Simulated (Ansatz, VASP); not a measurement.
One calculation of Ba, two programs

```
CELL_PARAMETERS angstrom
4.00741 -0.06727 -0.07999
-0.06727 4.00741 0.07999
-0.07211 0.07211 3.51237
ATOMIC_POSITIONS crystal
Ba 0.50000 0.50000 0.50000
```

Alike in both runs: task single point; functional PBE; k mesh 10 × 10 × 10; occupations gaussian, width 0.1 eV; no spin polarisation.

|  | VASP | Ansatz |
| --- | --- | --- |
| version | VASP 6.6.1 | Ansatz 0.2.0 |
| potentials or method | VASP PAW PBE potentials, release 64 (Ba_sv), cutoff 520 eV | scalar-relativistic, plane waves, PAW |
| valence electrons in the cell | 10 | 10 |

```tsv
	VASP	Ansatz	Ansatz less VASP
gap on the k mesh at the Fermi level (eV)	none	none	-
pressure (GPa)	1.1	0.8	-0.23
traceless stress, the component that is largest in VASP (GPa)	3.80	3.62	-0.186
```

A gap of «none» marks a metal or a gap that the smearing closes.

Spin-orbit coupling is off throughout.
